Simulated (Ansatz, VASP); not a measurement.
## Au: VASP beside Ansatz

```
Au
1.0
     0.00000    2.05681    2.05681
     2.05681    0.00000    2.05681
     2.05681    2.05681    0.00000
Au
1
Direct
  0.00000 0.00000 0.00000
```

Alike in both runs: task single point; functional LDA; k mesh 12 × 12 × 12; occupations fermi-dirac, width 0.06 eV; no spin polarisation.

```csv
,VASP,Ansatz
version,VASP 6.6.1,Ansatz 0.2 development build
potentials or method,"VASP PAW LDA potentials, release 64 (Au), cutoff 520 eV","all-electron full-potential LAPW, scalar-relativistic"
```

|  | VASP | Ansatz | Ansatz less VASP |
| --- | --- | --- | --- |
| pressure (GPa) | -7.7 | -8.1 | -0.33 |

LDA's correlation is that of Perdew and Zunger in VASP and of Perdew and Wang (1992) in Ansatz. Ansatz ran all-electron here, and VASP with PAW potentials.

Neither program's run includes spin-orbit coupling.
